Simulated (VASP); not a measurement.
Input of a VASP 6.6.1 run:

File INCAR:

```
SYSTEM = LaY4F
PREC     = Accurate       ! precision mode
ENCUT    = 520            ! plane-wave cutoff, eV
EDIFF    = 1E-7           ! SCF threshold, eV
ISMEAR   = 0              ! smearing method
SIGMA    = 0.1            ! smearing width, eV
LREAL    = .FALSE.        ! projectors in reciprocal space
LASPH    = .TRUE.         ! aspherical terms in the spheres
NELM     = 60             ! most SCF steps
ALGO     = Normal         ! electronic algorithm
ISIF     = 2              ! what is computed and relaxed
LWAVE    = .FALSE.        ! write WAVECAR
LCHARG   = .TRUE.         ! write CHGCAR
GGA      = PE             ! functional
LELF     = .TRUE.         ! ELF
LVHAR    = .TRUE.       
NBANDS   = 40             ! bands
```

KPOINTS

```
regular mesh
0
G
  4 4 4
  0 0 0
```

File POSCAR:

```
LaY4F
1.0
    0.0000000000      4.7176184705      4.7176184705
    4.7176184705      0.0000000000      4.7176184705
    4.7176184705      4.7176184705      0.0000000000
La Y F
1 4 1
Direct
    0.0000000000      0.0000000000      0.0000000000
    0.8793191150      0.3735602950      0.3735602950
    0.3735602950      0.3735602950      0.3735602950
    0.3735602950      0.8793191150      0.3735602950
    0.3735602950      0.3735602950      0.8793191150
    0.7500000000      0.7500000000      0.7500000000
```

Potentials or basis: VASP PAW PBE potentials, release 64 (La, Y_sv, F).

Run with:

```bash
$ cat potpaw_PBE.64/La/POTCAR potpaw_PBE.64/Y_sv/POTCAR potpaw_PBE.64/F/POTCAR > POTCAR
$ mpirun -np 1 vasp_std > vasp.out
```

Task: Predict the largest force.

Result: 0.013 eV/Å.

Task: Predict the pressure.

Result: -0.2 GPa.

Forces in eV/Å, atoms in the order of the input:
```
La   0.000  0.000  0.000
Y   -0.007  0.007  0.007
Y   -0.007 -0.007 -0.007
Y    0.007 -0.007  0.007
Y    0.007  0.007 -0.007
F    0.000  0.000  0.000
```
